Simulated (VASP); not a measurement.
# AlRu (Pm-3m) in VASP: further runs

The runs below take AlRu through single point, with r2SCAN.

All numbers are computed with VASP 6.6.1; they aren't measurements. Logs are shortened: lines on timing, memory, paths and dates and some standing lists are left out, and cuts for length are marked.

### Step 1. The cell of the first run

The structure is cubic, space group Pm-3m (No. 221). The conventional cell has a = 3.031 Å, b = 3.031 Å, c = 3.031 Å, α = 90.00°, β = 90.00°, γ = 90.00°. Ru (site symmetry m-3m) has 8 Al at 2.62 Å and 6 Ru at 3.03 Å within 3.5 Å. Within 3.5 Å of Al (site symmetry m-3m) lie 8 Ru at 2.62 Å and 6 Al at 3.03 Å.

### Step 2. Single point, r2SCAN

Input file POSCAR:

```
AlRu
1.0
    3.0309676725      0.0000000000      0.0000000000
    0.0000000000      3.0309676725      0.0000000000
    0.0000000000      0.0000000000      3.0309676725
Ru Al
1 1
Direct
    0.5000000000      0.5000000000      0.5000000000
    0.0000000000      0.0000000000      0.0000000000
```

Input file INCAR.step1:

```
  PREC = Accurate
  ENCUT = 520
  ISMEAR = -1
  SIGMA = 0.05
  LREAL = False
  LASPH = True
  NELM = 60
  NBANDS = 16
  GGA = PE
  ALGO = Normal
  EDIFF = 1E-4
  LWAVE = True
  LCHARG = False
```

Input file INCAR.step2:

```
  PREC = Accurate
  ENCUT = 520
  EDIFF = 1E-6
  ISMEAR = -1
  SIGMA = 0.05
  LREAL = False
  LASPH = True
  NELM = 60
  ALGO = Normal
  ISIF = 2
  LWAVE = False
  LCHARG = False
  METAGGA = R2SCAN
  LMIXTAU = True
  NBANDS = 16
  ISTART = 1
```

Input file KPOINTS:

```
regular mesh
0
Gamma
  9 9 9
```

Potentials or basis: VASP PAW PBE potentials, release 64 (Ru_pv, Al).

Command:

```
$ cat potpaw_PBE.64/Ru_pv/POTCAR potpaw_PBE.64/Al/POTCAR > POTCAR
$ cp INCAR.step1 INCAR
$ mpirun -np 1 vasp_std > vasp.out
$ cp INCAR.step2 INCAR
$ mpirun -np 1 vasp_std > vasp.out
```

OUTCAR:

```text
PREC = Accurate
   ENCUT = 520
   EDIFF = 1E-6
   ISMEAR = -1
   LREAL = False
   LASPH = True
   NELM = 60
   ISIF = 2
   METAGGA = R2SCAN
   ISTART = 1

 ion  position               nearest neighbor table
   1  0.500  0.500  0.500-   2 2.62   2 2.62   2 2.62   2 2.62   2 2.62   2 2.62   2 2.62   2 2.62

   2  0.000  0.000  0.000-   1 2.62   1 2.62   1 2.62   1 2.62   1 2.62   1 2.62   1 2.62   1 2.62

  LATTYP: Found a simple cubic cell.
 ALAT       =     3.0309676725

  Lattice vectors:

 A1 = (   3.0309676725,   0.0000000000,   0.0000000000)
 A2 = (   0.0000000000,   3.0309676725,   0.0000000000)
 A3 = (   0.0000000000,   0.0000000000,   3.0309676725)

Analysis of symmetry for initial positions (statically):
=====================================================================
 Subroutine PRICEL returns:
 Original cell was already a primitive cell.

 Routine SETGRP: Setting up the symmetry group for a
 simple cubic supercell.

 Subroutine GETGRP returns: Found 48 space group operations
[... 9 lines left out ...]

 Routine SETGRP: Setting up the symmetry group for a
 simple cubic supercell.

 Subroutine GETGRP returns: Found 48 space group operations
[... 11 lines left out ...]
                                     Primitive cell

  volume of cell :      27.8448

  direct lattice vectors                    reciprocal lattice vectors
     3.030967673  0.000000000  0.000000000     0.329927636  0.000000000  0.000000000
     0.000000000  3.030967673  0.000000000     0.000000000  0.329927636  0.000000000
     0.000000000  0.000000000  3.030967673     0.000000000  0.000000000  0.329927636

  length of vectors
     3.030967673  3.030967673  3.030967673     0.329927636  0.329927636  0.329927636

  position of ions in fractional coordinates (direct lattice)
     0.500000000  0.500000000  0.500000000
     0.000000000  0.000000000  0.000000000

  ion indices of the primitive-cell ions
   primitive index   ion index
                 1           1
                 2           2

----------------------------------------------------------------------------------------

 KPOINTS: regular mesh

Automatic generation of k-mesh.
 Grid dimensions read from file:
 generate k-points for:    9    9    9

 Generating k-lattice:

  Cartesian coordinates                     Fractional coordinates (reciprocal lattice)
     0.036658626  0.000000000  0.000000000     0.111111111  0.000000000  0.000000000
     0.000000000  0.036658626  0.000000000     0.000000000  0.111111111  0.000000000
     0.000000000  0.000000000  0.036658626     0.000000000  0.000000000  0.111111111

  Length of vectors
     0.036658626  0.036658626  0.036658626

  Shift w.r.t. Gamma in fractional coordinates (k-lattice)
     0.000000000  0.000000000  0.000000000

 Subroutine IBZKPT returns following result:
 ===========================================

 Found     35 irreducible k-points:

 Following reciprocal coordinates:
            Coordinates               Weight
  0.000000  0.000000  0.000000      1.000000
  0.111111  0.000000  0.000000      6.000000
  0.222222  0.000000  0.000000      6.000000
  0.333333  0.000000  0.000000      6.000000
  0.444444  0.000000  0.000000      6.000000
  0.111111  0.111111  0.000000     12.000000
[... 16 lines left out ...]
  0.333333  0.333333  0.111111     24.000000
  0.444444  0.333333  0.111111     48.000000
 [... further k-points ...]
   k-points           NKPTS =     35   k-points in BZ     NKDIM =     35   number of bands    NBANDS=     16
   number of dos      NEDOS =    301   number of ions     NIONS =      2
   total plane-waves  NPLWV =  13824
   dimension x,y,z NGX =    24 NGY =   24 NGZ =   24
   dimension x,y,z NGXF=    48 NGYF=   48 NGZF=   48
   ions per type =               1   1
   NGX,Y,Z   is equivalent  to a cutoff of  13.16, 13.16, 13.16 a.u.
   NGXF,Y,Z  is equivalent  to a cutoff of  26.33, 26.33, 26.33 a.u.
 SYSTEM =  unknown system
   PREC   = accura    normal or accurate (medium, high low for compatibility)
   ISTART =      1    job   : 0-new  1-cont  2-samecut
   ICHARG =      0    charge: 1-file 2-atom 10-const
   ISPIN  =      1    spin polarized calculation?
   LNONCOLLINEAR =      F non collinear calculations
   LSORBIT =      F    spin-orbit coupling
   LASPH  =      T    aspherical Exc in radial PAW
   ENCUT  =  520.0 eV  38.22 Ry    6.18 a.u.   5.64  5.64  5.64*2*pi/ulx,y,z
   NELM   =     60;   NELMIN=  2; NELMDL=  0     # of ELM steps
   EDIFF  = 0.1E-05   stopping-criterion for ELM
   LREAL  =      F    real-space projection
   EDIFFG = 0.1E-04   stopping-criterion for IOM
   NSW    =      0    number of steps for IOM
   IBRION =     -1    ionic relax: 0-MD 1-quasi-New 2-CG
   NFREE  =      0    steps in history (QN), initial steepest desc. (CG)
   ISIF   =      2    stress and relaxation
   ISYM   =      2    0-nonsym 1-usesym 2-fastsym
   POTIM  = 0.5000    time-step for ionic-motion
   TEBEG  =    0.0;   TEEND  =   0.0 temperature during run
   PSTRESS=    0.0 pullay stress
   NELECT =      17.0000    total number of electrons
   NUPDOWN=      -1.0000    fix difference up-down
   EMIN   =  10.00;   EMAX   =-10.00  energy-range for DOS
   EFERMI =   0.00;   METHOD = LEGACY
   ISMEAR =    -1;   SIGMA  =   0.05  broadening in eV -4-tet -1-fermi 0-gaus
   EFERMI_NEDOS =   21; number of points for ismear=-14 and -15
   IALGO  =     38    algorithm
   IMIX   =      4    mixing-type and parameters
     AMIX     =   0.40;   BMIX     =  1.00
     AMIX_MAG =   1.60;   BMIX_MAG =  1.00
  volume/ion in A,a.u.               =      13.92        93.95
  Fermi-wavevector in a.u.,A,eV,Ry     =   1.388811  2.624472 26.242865  1.928796
  Thomas-Fermi vector in A             =   2.512902
   LORBIT       =      0    0 simple, 1 ext, 2 COOP (PROOUT), +10 PAW based schemes
   METAGGA = R2SCAN    functional components
   LHFCALC =     F    Hartree Fock is set to
   AEXX    =    0.0000 exact exchange contribution
   IVDW    =     0    specifies the selected vdW correction
   LEPSILON=     F    determine dielectric tensor
   LRPA    =     F    only Hartree local field effects (RPA)
 non-spin polarized calculation
  energy-cutoff  :      520.00
  volume of cell :       27.84
 maximum number of plane-waves:       756
 NGX is ok and might be reduce to    24
   NGX = 11   NGY = 11   NGZ = 11

 number of electron      17.0000001 magnetization

 Free energy of the ion-electron system (eV)
  ---------------------------------------------------
  ext. energy  EPLUGINS =         0.00000000
  ---------------------------------------------------
  free energy    TOTEN  =       -33.56813521 eV

  energy without entropy =      -33.55125400  energy(sigma->0) =      -33.55969460

 E-fermi :   9.9364     XC(G=0): -13.4024

 val. band max:        9.9302368152   @ k =   0.4444   0.1111   0.1111
 cond. band min:       9.9957407488   @ k =   0.1111   0.1111   0.0000
 fundamental gap:      0.0655039336
 Fermi energy:         9.9363819343

 k-point     1 :       0.0000    0.0000    0.0000
  band No.  band energies     occupation
      1     -33.0735      2.00000
      2     -33.0735      2.00000
      3     -33.0735      2.00000
      4       0.0839      2.00000
      5       6.5413      2.00000
      6       6.5413      2.00000
[... 8 lines left out ...]
     15      21.2429      0.00000
     16      25.7274      0.00000

 k-point     2 :       0.1111    0.0000    0.0000
  band No.  band energies     occupation
      1     -33.0970      2.00000
      2     -33.0714      2.00000
      3     -33.0714      2.00000
      4       0.3258      2.00000
      5       6.6055      2.00000
      6       6.6262      2.00000
[... 8 lines left out ...]
     15      22.0849      0.00000
     16      26.4989      0.00000

 k-point     3 :       0.2222    0.0000    0.0000
  band No.  band energies     occupation
      1     -33.1564      2.00000
      2     -33.0663      2.00000
      3     -33.0663      2.00000
      4       1.0265      2.00000
      5       6.6239      2.00000
      6       6.8531      2.00000
[... 8 lines left out ...]
     15      23.0720      0.00000
     16      27.5602      0.00000

 k-point     4 :       0.3333    0.0000    0.0000
  band No.  band energies     occupation
      1     -33.2234      2.00000
      2     -33.0605      2.00000
      3     -33.0605      2.00000
      4       2.1155      2.00000
      5       6.1333      2.00000
      6       7.1362      2.00000
[... 8 lines left out ...]
     15      23.6259      0.00000
     16      25.4435      0.00000

 k-point     5 :       0.4444    0.0000    0.0000
  band No.  band energies     occupation
      1     -33.2667      2.00000
      2     -33.0568      2.00000
      3     -33.0568      2.00000
      4       3.4717      2.00000
      5       4.9686      2.00000
      6       7.3386      2.00000
[... 8 lines left out ...]
     15      23.5760      0.00000
     16      23.5760      0.00000

 k-point     6 :       0.1111    0.1111    0.0000
  band No.  band energies     occupation
      1     -33.0959      2.00000
      2     -33.0939      2.00000
      3     -33.0694      2.00000
      4       0.5632      2.00000
      5       6.6892      2.00000
      6       6.7010      2.00000
[... 8 lines left out ...]
     15      22.5414      0.00000
     16      27.1007      0.00000
[... 267 lines left out ...]
 k-point    21 :       0.3333    0.2222    0.1111
  band No.  band energies     occupation
      1     -33.2111      2.00000
      2     -33.1386      2.00000
      3     -33.0759      2.00000
      4       3.0024      2.00000
      5       6.4183      2.00000
      6       7.3919      2.00000
[... 8 lines left out ...]
     15      23.1973      0.00000
     16      25.1894      0.00000

 k-point    22 :       0.4444    0.2222    0.1111
  band No.  band energies     occupation
      1     -33.2535      2.00000
      2     -33.1341      2.00000
      3     -33.0719      2.00000
      4       4.0216      2.00000
      5       5.5265      2.00000
      6       7.5375      2.00000
[... 8 lines left out ...]
     15      22.1593      0.00000
     16      24.4316      0.00000

 k-point    23 :       0.3333    0.3333    0.1111
  band No.  band energies     occupation
      1     -33.2049      2.00000
      2     -33.2016      2.00000
      3     -33.0698      2.00000
      4       3.6405      2.00000
      5       6.3308      2.00000
      6       7.4982      2.00000
[... 8 lines left out ...]
     15      23.9196      0.00000
     16      24.9312      0.00000

 k-point    24 :       0.4444    0.3333    0.1111
  band No.  band energies     occupation
      1     -33.2451      2.00000
      2     -33.1981      2.00000
      3     -33.0659      2.00000
      4       4.1134      2.00000
      5       6.2070      2.00000
      6       7.4648      2.00000
[... 8 lines left out ...]
     15      23.4171      0.00000
     16      24.0715      0.00000

 [... further k-points ...]
[... 5 lines left out ...]
  --------------------------------------------------------------------------------------
  -------------------------------------------------------------------------------------
  Total       -1.6719594     -1.6719594     -1.6719594     -0.0000000      0.0000000     -0.0000000
  in kB      -96.2038378    -96.2038378    -96.2038378     -0.0000000      0.0000000     -0.0000000
  external PRESSURE =     -96.2038378 kB  Pullay stress =       0.0000000 kB

 VOLUME and BASIS-vectors are now :
 -----------------------------------------------------------------------------
  energy-cutoff  :      520.00
  volume of cell :       27.84
      direct lattice vectors                 reciprocal lattice vectors
     3.030967673  0.000000000  0.000000000     0.329927636  0.000000000  0.000000000
     0.000000000  3.030967673  0.000000000     0.000000000  0.329927636  0.000000000
     0.000000000  0.000000000  3.030967673     0.000000000  0.000000000  0.329927636

 POSITION                                       TOTAL-FORCE (eV/Angst)
 -----------------------------------------------------------------------------------
      1.51548      1.51548      1.51548         0.000000      0.000000      0.000000
      0.00000      0.00000      0.00000         0.000000      0.000000      0.000000
 -----------------------------------------------------------------------------------
    total drift:                                0.000000     -0.000000     -0.000000

  FREE ENERGIE OF THE ION-ELECTRON SYSTEM (eV)
  ---------------------------------------------------
  free  energy   TOTEN  =       -33.5681352110 eV

  energy  without entropy=      -33.5512539968  energy(sigma->0) =      -33.55969460
```

Wall time 21 s (1 thread of Intel Xeon 6975P-C (Granite Rapids), shared host); peak memory 0.15 GiB.

What came out:

```
Free energy : -33.5681 eV
Pressure    : -9.6 GPa
```

Caveat: the PAW data sets were made with another functional, which shifts forces and pressure a little.

### Step 3. Single point, r2SCAN

This run uses another cell than the first one, of 14.19 Å³/atom, 1.019 times its volume.

Input file POSCAR:

```
AlRu
1.0
    3.0502737196      0.0000000000      0.0000000000
    0.0000000000      3.0502737196      0.0000000000
    0.0000000000      0.0000000000      3.0502737196
Ru Al
1 1
Direct
    0.5000000000      0.5000000000      0.5000000000
    0.0000000000      0.0000000000      0.0000000000
```

Input file INCAR.step1:

```
SYSTEM = AlRu
  PREC = Accurate
  ENCUT = 520
  ISMEAR = -1
  SIGMA = 0.05
  LREAL = .False.
  LASPH = .True.
  NELM = 60
  NBANDS = 16
  GGA = PE
  ALGO = Normal
  EDIFF = 1E-4
  LWAVE = .True.
  LCHARG = .False.
```

Input file INCAR.step2:

```
SYSTEM = AlRu
  PREC = Accurate
  ENCUT = 520
  EDIFF = 1E-6
  ISMEAR = -1
  SIGMA = 0.05
  LREAL = .False.
  LASPH = .True.
  NELM = 60
  ALGO = Normal
  ISIF = 2
  LWAVE = .False.
  LCHARG = .False.
  METAGGA = R2SCAN
  LMIXTAU = .True.
  NBANDS = 16
  ISTART = 1
```

Input file KPOINTS:

```
Automatic mesh
0
Gamma
  9 9 9
  0 0 0
```

Potentials or basis: VASP PAW PBE potentials, release 64 (Ru_pv, Al).

Command:

```
$ cat potpaw_PBE.64/Ru_pv/POTCAR potpaw_PBE.64/Al/POTCAR > POTCAR
$ cp INCAR.step1 INCAR
$ mpirun -np 1 vasp_std > vasp.out
$ cp INCAR.step2 INCAR
$ mpirun -np 1 vasp_std > vasp.out
```

OUTCAR:

```text
SYSTEM = AlRu
   PREC = Accurate
   ENCUT = 520
   EDIFF = 1E-6
   ISMEAR = -1
   LREAL = .False.
   LASPH = .True.
   NELM = 60
   ISIF = 2
   METAGGA = R2SCAN
   ISTART = 1

 ion  position               nearest neighbor table
   1  0.500  0.500  0.500-   2 2.64   2 2.64   2 2.64   2 2.64   2 2.64   2 2.64   2 2.64   2 2.64

   2  0.000  0.000  0.000-   1 2.64   1 2.64   1 2.64   1 2.64   1 2.64   1 2.64   1 2.64   1 2.64

  LATTYP: Found a simple cubic cell.
 ALAT       =     3.0502737196

[... 644 lines left out ...]

------------------------ aborting loop because EDIFF is reached ----------------------------------------

  FORCE on cell =-STRESS in cart. coord.  units (eV):
  Direction    XX          YY          ZZ          XY          YZ          ZX
  --------------------------------------------------------------------------------------
  -------------------------------------------------------------------------------------
  Total       -2.2826463     -2.2826463     -2.2826463      0.0000000      0.0000000     -0.0000000
  in kB     -128.8643407   -128.8643407   -128.8643407      0.0000000      0.0000000     -0.0000000
  external PRESSURE =    -128.8643407 kB  Pullay stress =       0.0000000 kB

 VOLUME and BASIS-vectors are now :
 -----------------------------------------------------------------------------
  energy-cutoff  :      520.00
  volume of cell :       28.38
      direct lattice vectors                 reciprocal lattice vectors
     3.050273720  0.000000000  0.000000000     0.327839431  0.000000000  0.000000000
     0.000000000  3.050273720  0.000000000     0.000000000  0.327839431  0.000000000
     0.000000000  0.000000000  3.050273720     0.000000000  0.000000000  0.327839431

 POSITION                                       TOTAL-FORCE (eV/Angst)
 -----------------------------------------------------------------------------------
      1.52514      1.52514      1.52514         0.000000      0.000000      0.000000
      0.00000      0.00000      0.00000         0.000000      0.000000      0.000000
 -----------------------------------------------------------------------------------
    total drift:                                0.000000     -0.000000     -0.000000

  FREE ENERGIE OF THE ION-ELECTRON SYSTEM (eV)
  ---------------------------------------------------
  free  energy   TOTEN  =       -33.5304840525 eV

  energy  without entropy=      -33.5131040150  energy(sigma->0) =      -33.52179403
```

OUTCAR.step1:

```text
SYSTEM = AlRu
   PREC = Accurate
   ENCUT = 520
   ISMEAR = -1
   LREAL = .False.
   LASPH = .True.
[... 678 lines left out ...]
      1.52514      1.52514      1.52514         0.000000      0.000000      0.000000
      0.00000      0.00000      0.00000         0.000000      0.000000      0.000000
 -----------------------------------------------------------------------------------
    total drift:                                0.000000     -0.000000     -0.000000

  FREE ENERGIE OF THE ION-ELECTRON SYSTEM (eV)
  ---------------------------------------------------
  free  energy   TOTEN  =       -14.2276574453 eV

  energy  without entropy=      -14.2108941733  energy(sigma->0) =      -14.21927581
```

Wall time 20 s (1 thread of Intel Xeon 6975P-C (Granite Rapids), shared host); peak memory 0.15 GiB.

What came out:

```yaml
Free_energy: -33.5305 eV
Pressure: -12.9 GPa
```

Levels at points of the mesh, in eV from the Fermi level:
| k point | band 7 | band 8 | band 9 | band 10 | band 11 | band 12 |
| --- | --- | --- | --- | --- | --- | --- |
| (0.00, 0.00, 0.00) | 0.22 | 0.22 | 0.22 | 6.31 | 6.31 | 6.31 |

Caveat: the PAW data sets were made with another functional, which shifts forces and pressure a little.
